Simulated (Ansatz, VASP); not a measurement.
C in VASP and in Ansatz

```xyz
4
Lattice="2.4824 0.0000 0.0000 -1.2412 2.1498 0.0000 0.0000 0.0000 4.1979" Properties=species:S:1:pos:R:3 pbc="T T T"
C     0.0000    1.4332   -0.0009
C     1.2412    0.7166    2.0980
C     0.0000    1.4332    1.5709
C     1.2412    0.7166    3.6699
```

Change from the starting cell: strained cell.

Alike in both runs: functional LDA; k mesh 9 × 9 × 6; occupations gaussian, width 0.02 eV; no spin polarisation.

Ansatz relaxed the structure, and its values are those at the end. VASP's run is a single point on that final structure, the one shown.

|  | VASP | Ansatz |
| --- | --- | --- |
| version | VASP 6.6.1 | Ansatz 0.2.0 |
| potentials or method | VASP PAW LDA potentials, release 64 (C_h), cutoff 910 eV | scalar-relativistic, plane waves, PAW |
| valence electrons in the cell | 16 | 16 |

```tsv
	VASP	Ansatz	Ansatz less VASP
gap on the k mesh at the Fermi level (eV)	3.05	3.07	+0.019
least direct gap on the mesh (eV)	4.89	4.89	-0.001
rms of the force components (eV/Å)	0.004	0.001	-0.0029
```

Ansatz warns that its potentials were made for another functional, while VASP's fit it. LDA's correlation is that of Perdew and Zunger in VASP and of Perdew and Wang (1992) in Ansatz. Ansatz's warnings: stress scf threshold loose.

Noted on VASP's run: the cutoff is short for stress, so the pressure is rough.
